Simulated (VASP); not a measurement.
Here is a VASP 6.6.1 calculation.

Contents of INCAR:

```
  PREC = Accurate
  ENCUT = 600
  EDIFF = 1E-7
  ISMEAR = 0
  SIGMA = 0.1
  LREAL = False
  LASPH = True
  NELM = 100
  ALGO = Normal
  ISIF = 3
  LWAVE = False
  LCHARG = False
  GGA = PE
  IBRION = 2
  NSW = 90
  EDIFFG = -0.04
```

File KPOINTS:

```
Automatic mesh
0
Gamma
  4 4 4
```

The input POSCAR:

```
Zr3SnSe
1.0
    4.2968050400      0.0000000000      0.0000000000
    0.0000000000      4.2968050400      0.0000000000
    0.0000000000      0.0000000000      5.4461805300
Zr Sn Se
3 1 1
Direct
    0.5000000000      0.5000000000      0.1201000000
    0.0000000000      0.5000000000      0.5209000100
    0.5000000000      0.0000000000      0.5209000100
    0.0000000000      0.0000000000      0.0000000000
    0.5000000000      0.5000000000      0.6800000100
```

Potentials or basis: VASP PAW PBE potentials, release 64 (Zr_sv, Sn_d, Se).

Run with:

```console
$ cat potpaw_PBE.64/Zr_sv/POTCAR potpaw_PBE.64/Sn_d/POTCAR potpaw_PBE.64/Se/POTCAR > POTCAR
$ mpirun -np 1 vasp_std > vasp.out
```

Task: Predict the relaxed volume.

Result: 25.69 Å³/atom.

Task: Estimate the relaxed cell.

Result: a = 4.208 Å, b = 4.208 Å, c = 7.253 Å, α = 90.00°, β = 90.00°, γ = 90.00°.

Task: Predict the band gap on the k mesh.

Result: Zero (bands 28 and 29 overlap by 0.42 eV).

Task: Predict the space group after relaxing (to 0.1 Å).

Result: P4mm (No. 99).

The path:
| step | energy change (eV) | largest force (eV/Å) | pressure (GPa) | volume (Å³) |
| --- | --- | --- | --- | --- |
| 1 | 0.0000 | 3.9406 | 31.26 | 100.55 |
| 2 | -0.0049 | 2.3305 | -12.51 | 168.77 |
| 3 | -2.4370 | 1.6339 | -1.69 | 127.83 |
| 4 | -2.4464 | 1.5928 | -0.75 | 126.34 |
| 5 | -2.4473 | 1.5731 | -0.30 | 125.65 |
| 6 | -2.6540 | 1.2915 | -1.04 | 126.41 |
| 7 | -2.7357 | 1.4220 | -0.93 | 127.74 |
| 8 | -2.8649 | 1.5812 | -0.58 | 127.20 |
| 9 | -3.0023 | 1.9554 | 0.85 | 125.91 |
| 10 | -3.1246 | 1.4158 | -0.25 | 127.13 |
| 11 | -3.2115 | 1.0478 | -1.89 | 129.54 |
| 12 | -3.2961 | 0.9033 | -0.81 | 127.99 |
| 13 | -3.3706 | 0.7239 | 1.56 | 125.12 |
| 14 | -3.4700 | 0.5168 | 0.93 | 126.77 |
| 15 | -3.5047 | 1.2670 | 0.63 | 128.19 |
| 16 | -3.5084 | 1.5239 | 0.55 | 128.75 |
| 17 | -3.6230 | 1.4524 | -0.50 | 131.13 |
| 18 | -3.8607 | 0.9449 | -3.08 | 137.91 |
| 19 | -3.9802 | 0.7932 | -1.39 | 135.33 |
| 20 | -4.0197 | 1.0825 | 0.22 | 133.12 |
| 21 | -4.0207 | 1.1980 | 0.56 | 132.69 |
| 22 | -4.0982 | 1.2493 | 0.40 | 132.30 |
| 23 | -4.1719 | 1.1039 | 0.04 | 131.21 |
| 24 | -4.1761 | 1.1490 | 0.06 | 131.47 |
| 25 | -4.2442 | 0.7036 | -0.69 | 131.52 |
| 26 | -4.2885 | 0.1445 | -1.53 | 131.58 |
| 27 | -4.3079 | 0.3362 | 0.98 | 127.16 |
| 28 | -4.3101 | 0.2835 | 0.36 | 128.18 |
| 29 | -4.3187 | 0.1235 | 0.18 | 128.11 |
| 30 | -4.3192 | 0.0679 | 0.13 | 128.08 |
| 31 | -4.3197 | 0.0374 | -0.15 | 128.45 |

Caveat: the k points lie up to 0.37 Å⁻¹ apart in the final cell; the volume moved by over 15 % at a fixed basis, so the end points are rough; spin-orbit coupling is left out, which moves the levels of the heavy elements.
